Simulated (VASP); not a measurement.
# KBr (Fm-3m) in VASP: dielectric tensor with LDA

Aim: the dielectric tensor of KBr with LDA.

Everything below comes from runs of VASP 6.6.1. Logs are shortened: lines on timing, memory, paths and dates and some standing lists are left out, and cuts for length are marked.

**1. The cell of the first run**

The structure is cubic, space group Fm-3m (No. 225). Conventional cell: a = 6.600 Å, b = 6.600 Å, c = 6.600 Å, α = 90.00°, β = 90.00°, γ = 90.00°. Within 4.3 Å of K (site symmetry m-3m) lie 6 Br at 3.30 Å. Within 4.3 Å of Br (site symmetry m-3m) lie 6 K at 3.30 Å.

**2. Dielectric tensor, LDA**

Input file INCAR:

```
  PREC = Accurate
  ENCUT = 400
  EDIFF = 1E-8
  ISMEAR = 0
  SIGMA = 0.01
  LREAL = F
  LASPH = T
  NELM = 120
  ALGO = Normal
  ISIF = 2
  LWAVE = F
  LCHARG = F
  GGA = CA
  LEPSILON = T
  GGA_COMPAT = F
```

Input file KPOINTS:

```
Automatic mesh
0
Gamma
  5 5 5
```

Input file POSCAR:

```
KBr
1.0
    0.0000000000      3.3000000000      3.3000000000
    3.3000000000      0.0000000000      3.3000000000
    3.3000000000      3.3000000000      0.0000000000
K Br
1 1
Direct
    0.0000000000      0.0000000000      0.0000000000
    0.5000000000      0.5000000000      0.5000000000
```

Potentials or basis: VASP PAW LDA potentials, release 64 (K_sv, Br).

Run with:

```bash
$ cat potpaw_LDA.64/K_sv/POTCAR potpaw_LDA.64/Br/POTCAR > POTCAR
$ mpirun -np 1 vasp_std > vasp.out
```

OUTCAR:

```text
PREC = Accurate
   ENCUT = 400
   EDIFF = 1E-8
   ISMEAR = 0
   LREAL = F
   LASPH = T
   NELM = 120
   ISIF = 2
   GGA = CA
   LEPSILON = T

 ion  position               nearest neighbor table
   1  0.000  0.000  0.000-   2 3.30   2 3.30   2 3.30   2 3.30   2 3.30   2 3.30
   2  0.500  0.500  0.500-   1 3.30   1 3.30   1 3.30   1 3.30   1 3.30   1 3.30

  LATTYP: Found a face centered cubic cell.
 ALAT       =     6.6000000000

  Lattice vectors:

 A1 = (   0.0000000000,   3.3000000000,   3.3000000000)
 A2 = (   3.3000000000,   0.0000000000,   3.3000000000)
 A3 = (   3.3000000000,   3.3000000000,   0.0000000000)

Analysis of symmetry for initial positions (statically):
=====================================================================
 Subroutine PRICEL returns:
 Original cell was already a primitive cell.

 Routine SETGRP: Setting up the symmetry group for a
 face centered cubic supercell.

 Subroutine GETGRP returns: Found 48 space group operations
 (whereof 48 operations were pure point group operations)
 out of a pool of 48 trial point group operations.

The static configuration has the point symmetry O_h .

Analysis of symmetry for dynamics (positions and initial velocities):
=====================================================================
 Subroutine PRICEL returns:
 Original cell was already a primitive cell.

 Routine SETGRP: Setting up the symmetry group for a
 face centered cubic supercell.

 Subroutine GETGRP returns: Found 48 space group operations
 (whereof 48 operations were pure point group operations)
 out of a pool of 48 trial point group operations.

The dynamic configuration has the point symmetry O_h .

 Subroutine INISYM returns: Found 48 space group operations
 (whereof 48 operations are pure point group operations),
 and found     1 'primitive' translations

----------------------------------------------------------------------------------------

                                     Primitive cell

  volume of cell :      71.8740

  direct lattice vectors                    reciprocal lattice vectors
     0.000000000  3.300000000  3.300000000    -0.151515152  0.151515152  0.151515152
     3.300000000  0.000000000  3.300000000     0.151515152 -0.151515152  0.151515152
     3.300000000  3.300000000  0.000000000     0.151515152  0.151515152 -0.151515152

  length of vectors
     4.666904756  4.666904756  4.666904756     0.262431941  0.262431941  0.262431941

  position of ions in fractional coordinates (direct lattice)
     0.000000000  0.000000000  0.000000000
     0.500000000  0.500000000  0.500000000

  ion indices of the primitive-cell ions
   primitive index   ion index
                 1           1
                 2           2

----------------------------------------------------------------------------------------

 KPOINTS: Automatic mesh

Automatic generation of k-mesh.
 Grid dimensions read from file:
 generate k-points for:    5    5    5

 Generating k-lattice:

  Cartesian coordinates                     Fractional coordinates (reciprocal lattice)
    -0.030303030  0.030303030  0.030303030     0.200000000  0.000000000  0.000000000
     0.030303030 -0.030303030  0.030303030     0.000000000  0.200000000  0.000000000
     0.030303030  0.030303030 -0.030303030     0.000000000  0.000000000  0.200000000

  Length of vectors
     0.052486388  0.052486388  0.052486388

  Shift w.r.t. Gamma in fractional coordinates (k-lattice)
     0.000000000  0.000000000  0.000000000

 Subroutine IBZKPT returns following result:
 ===========================================

 Found     10 irreducible k-points:

 Following reciprocal coordinates:
            Coordinates               Weight
  0.000000  0.000000  0.000000      1.000000
  0.200000  0.000000  0.000000      8.000000
[... 58 lines left out ...]
 Gauss-broadening in eV      SIGMA  =   0.01
  energy-cutoff  :      400.00
  volume of cell :       71.87
 maximum number of plane-waves:      1326
   NGX = 15   NGY = 15   NGZ = 15

--------------------------------------- Ionic step        1  -------------------------------------------

 number of electron      16.0000002 magnetization

 E-fermi :  -1.8675     XC(G=0):  -7.8859

 val. band max:       -1.9135100706   @ k =   0.0000   0.0000   0.0000
 cond. band min:       2.1249560973   @ k =   0.0000   0.0000   0.0000
 fundamental gap:      4.0384661679
 Fermi energy:        -1.8674755777

 k-point     1 :       0.0000    0.0000    0.0000
  band No.  band energies     occupation
      1     -29.3222      2.00000
      2     -14.2376      2.00000
      3     -13.0363      2.00000
      4     -13.0363      2.00000
      5     -13.0363      2.00000
      6      -1.9135      2.00000
      7      -1.9135      2.00000
      8      -1.9135      2.00000
      9       2.1250      0.00000
     10       5.4327      0.00000
     11       5.4327      0.00000
     12       5.4327      0.00000
[... 121 lines left out ...]
 k-point    10 :      -0.4000    0.4000    0.2000
  band No.  band energies     occupation
      1     -29.3145      2.00000
      2     -14.2530      2.00000
      3     -13.0919      2.00000
      4     -13.0843      2.00000
      5     -12.9426      2.00000
      6      -2.7518      2.00000
      7      -2.4143      2.00000
      8      -2.3552      2.00000
      9       4.7594      0.00000
     10       5.3314      0.00000
     11       6.1963      0.00000
     12       7.2543      0.00000

  FORCE on cell =-STRESS in cart. coord.  units (eV):
  Direction    XX          YY          ZZ          XY          YZ          ZX
  --------------------------------------------------------------------------------------
  -------------------------------------------------------------------------------------
  Total       -0.7218740     -0.7218740     -0.7218740      0.0000000      0.0000000     -0.0000000
  in kB      -16.0916347    -16.0916347    -16.0916347      0.0000000      0.0000000     -0.0000000
  external PRESSURE =     -16.0916347 kB  Pullay stress =       0.0000000 kB

 VOLUME and BASIS-vectors are now :
 -----------------------------------------------------------------------------
  energy-cutoff  :      400.00
  volume of cell :       71.87
      direct lattice vectors                 reciprocal lattice vectors
     0.000000000  3.300000000  3.300000000    -0.151515152  0.151515152  0.151515152
     3.300000000  0.000000000  3.300000000     0.151515152 -0.151515152  0.151515152
     3.300000000  3.300000000  0.000000000     0.151515152  0.151515152 -0.151515152

 POSITION                                       TOTAL-FORCE (eV/Angst)
 -----------------------------------------------------------------------------------
      0.00000      0.00000      0.00000         0.000000     -0.000000      0.000000
      3.30000      3.30000      3.30000         0.000000      0.000000     -0.000000
 -----------------------------------------------------------------------------------
    total drift:                               -0.000000      0.000000      0.000000

  FREE ENERGIE OF THE ION-ELECTRON SYSTEM (eV)
  ---------------------------------------------------
  free  energy   TOTEN  =        -6.7971969020 eV

  energy  without entropy=       -6.7971969020  energy(sigma->0) =       -6.79719690

 HEAD OF MICROSCOPIC STATIC DIELECTRIC TENSOR (INDEPENDENT PARTICLE, excluding Hartree and local field effects)
 ------------------------------------------------------
           2.959254     0.000000     0.000000
           0.000000     2.959254     0.000000
          -0.000000     0.000000     2.959254
 ------------------------------------------------------

 Free energy of the ion-electron system (eV)
  ---------------------------------------------------
  ---------------------------------------------------
  free energy    TOTEN  =        -0.35910116 eV

  energy without entropy =       -0.35910116

------------------------ aborting loop because EDIFF is reached ----------------------------------------

--------------------------------------- Ionic step        2  -------------------------------------------

------------------------ aborting loop because EDIFF is reached ----------------------------------------

--------------------------------------- Ionic step        3  -------------------------------------------

 Free energy of the ion-electron system (eV)
  ---------------------------------------------------
  ---------------------------------------------------
  free energy    TOTEN  =        -0.35909629 eV

  energy without entropy =       -0.35909629

------------------------ aborting loop because EDIFF is reached ----------------------------------------

 PIEZOELECTRIC TENSOR FIELD DIRECTION 3  (e Angst)
 -----------------------------------------------------------------------------
    -0.00002  0.00000  0.00000           (  0.00000  0.00000  0.00000)
     0.00000 -0.00002 -0.00000           (  0.00000  0.00000 -0.00000)
     0.00000 -0.00000 -0.00135           (  0.00000 -0.00000  0.00001)

 PIEZOELECTRIC TENSOR FIELD DIRECTION 3  (C/m^2)
 -----------------------------------------------------------------------------
    -0.00000  0.00000  0.00000
     0.00000 -0.00000 -0.00000
     0.00000 -0.00000 -0.00030

 MACROSCOPIC STATIC DIELECTRIC TENSOR (including local field effects in DFT)
 ------------------------------------------------------
           2.630210    -0.000000     0.000000
          -0.000000     2.630210     0.000000
          -0.000000    -0.000000     2.630210
 ------------------------------------------------------

 PIEZOELECTRIC TENSOR (including local field effects)  for field in x, y, z        (e  Angst)
          XX          YY          ZZ          XY          YZ          ZX
  --------------------------------------------------------------------------------
  x     0.00000     0.00000     0.00000     0.00000     0.00000     0.00000
  y     0.00000     0.00000     0.00000     0.00000     0.00000     0.00000
  z     0.00000     0.00000     0.00000     0.00000     0.00000     0.00000

 PIEZOELECTRIC TENSOR (including local field effects)  for field in x, y, z        (C/m^2)
          XX          YY          ZZ          XY          YZ          ZX
  --------------------------------------------------------------------------------
  x     0.00000     0.00000     0.00000     0.00000     0.00000     0.00000
  y     0.00000     0.00000     0.00000     0.00000     0.00000     0.00000
  z     0.00000     0.00000     0.00000     0.00000     0.00000     0.00000

 BORN EFFECTIVE CHARGES (including local field effects) (in |e|, cummulative output)
 ---------------------------------------------------------------------------------
 ion    1
    1     1.12638     0.00000     0.00000
    2     0.00000     1.12638     0.00000
    3     0.00000     0.00000     1.12638
 ion    2
    1    -1.12638     0.00000     0.00000
    2     0.00000    -1.12638     0.00000
    3     0.00000     0.00000    -1.12638
```

Wall time 56 s (1 thread of Intel Xeon 6975P-C (Granite Rapids), shared host); peak memory 0.17 GiB.

Results:

| Quantity | Value |
| --- | --- |
| Band gap on the k mesh | 4.04 eV |
| Electronic dielectric tensor (diagonal) | 2.63 |
| Born charges (mean of the diagonal) | K +1.13; Br -1.13 e |

Levels at points of the mesh, in eV from the valence-band top:
```csv
k point,band 6,band 7,band 8,band 9,band 10,band 11
"(0.00, 0.00, 0.00)",0.00,0.00,0.00,4.04,7.35,7.35
```

Electronic dielectric tensor:
```
2.63 0.00 0.00
0.00 2.63 0.00
0.00 0.00 2.63
```

Born effective charge tensors (e):
atom 1, K
```
1.13 0.00 0.00
0.00 1.13 0.00
0.00 0.00 1.13
```
atom 2, Br
```
-1.13  0.00  0.00
 0.00 -1.13  0.00
 0.00  0.00 -1.13
```
